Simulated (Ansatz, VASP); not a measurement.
**One calculation of Be, two programs**

```
CELL_PARAMETERS angstrom
0.00000 2.90267 2.90267
2.90267 0.00000 2.90267
2.90267 2.90267 0.00000
ATOMIC_POSITIONS crystal
Be 0.25000 0.25000 0.25000
Be 0.50000 0.50000 0.50000
Be 0.87501 0.87501 0.87501
Be 0.87501 0.87501 0.37496
Be 0.87501 0.37496 0.87501
Be 0.37496 0.87501 0.87501
```

Alike in both runs: functional PBE; k mesh 6 × 6 × 6; occupations gaussian, width 0.1 eV; no spin polarisation.

Ansatz relaxed the structure, and its values are those at the end. VASP's run is a single point on that final structure, the one shown.

```csv
,VASP,Ansatz
version,VASP 6.6.1,Ansatz 0.2.0
potentials or method,"VASP PAW PBE potentials, release 64 (Be), cutoff 520 eV","scalar-relativistic, plane waves, PAW"
valence electrons in the cell,12,12
```

Ansatz gave:

| Quantity | Value |
| --- | --- |
| gap on the k mesh at the Fermi level (eV) | none |
| pressure (GPa) | 0.1 |

**Question.** Estimate VASP's values.

**Answer.** gap on the k mesh at the Fermi level (eV): none; pressure (GPa): 0.2.

A gap of «none» marks a metal or a gap that the smearing closes. With one functional, cell and mesh, what is left measures potentials, basis and numerics.
